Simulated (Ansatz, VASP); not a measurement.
**InP: VASP beside Ansatz**

The input INCAR:

```
SYSTEM = InP
PREC = Accurate
ENCUT = 600
EDIFF = 1E-6
ISMEAR = -1
SIGMA = 0.05
LREAL = .False.
LASPH = .True.
NELM = 100
ALGO = Normal
ISIF = 3
LWAVE = .False.
LCHARG = .False.
IBRION = 2
NSW = 60
EDIFFG = -0.01
```

The input KPOINTS:

```
Automatic mesh
0
Gamma
  8 8 8
  0 0 0
```

Contents of POSCAR:

```
InP
1.0
    0.0000000000      2.7688340000      2.7688340000
    2.7688340000      0.0000000000      2.7688340000
    2.7688340000      2.7688340000      0.0000000000
In P
1 1
Direct
    0.0000000000      0.0000000000      0.0000000000
    0.5000000000      0.5000000000      0.5000000000
```

Contents of input.yaml:

```yaml
crystal:
  lattice:
    - [0.0, 2.768834, 2.768834]
    - [2.768834, 0.0, 2.768834]
    - [2.768834, 2.768834, 0.0]
  atoms:
    - { symbol: In, position: [0.0, 0.0, 0.0] }
    - { symbol: P, position: [0.5, 0.5, 0.5] }
hamiltonian:
  xc: lda
  pseudopotentials: { kind: paw }
kpoints:
  mp_grid: { grid: [8, 8, 8] }
scf:
  occupations: { method: fermi_dirac, width: 0.05 }
output:
  forces: true
  stress: true
  eigenvalues: true
relax:
  f_tol: 0.01
  max_steps: 40
  cell: { stress_tol: 0.05 }
```

Alike in both runs: task relaxation of cell and atoms; functional LDA; k mesh 8 × 8 × 8; occupations fermi-dirac, width 0.05 eV; no spin polarisation.

|  | VASP | Ansatz |
| --- | --- | --- |
| version | VASP 6.6.1 | Ansatz 0.2.0 |
| potentials or method | VASP PAW LDA potentials, release 64 (In_d, P) | Ansatz PAW |
| plane-wave cutoff (eV) | 600 | 420 |
| valence electrons in the cell | 18 | 18 |

Ansatz gave:

| Property | Result |
| --- | --- |
| gap on the k mesh at the Fermi level, each at its own relaxed structure (eV) | none |
| relaxed volume (Å³/atom) | 19.85 |
| relaxed cell length with the largest relative difference (Å) | 3.829 |

What did VASP give for the same quantities?

gap on the k mesh at the Fermi level, each at its own relaxed structure (eV): none; relaxed volume (Å³/atom): 19.87; relaxed cell length with the largest relative difference (Å): 3.831.

LDA's correlation is that of Perdew and Zunger in VASP and of Perdew and Wang (1992) in Ansatz. A gap of «none» marks a metal or a gap that the smearing closes.

Noted on Ansatz's run: the plane-wave basis is chosen anew once the cell has moved, so the energies of steps on either side of that aren't comparable.
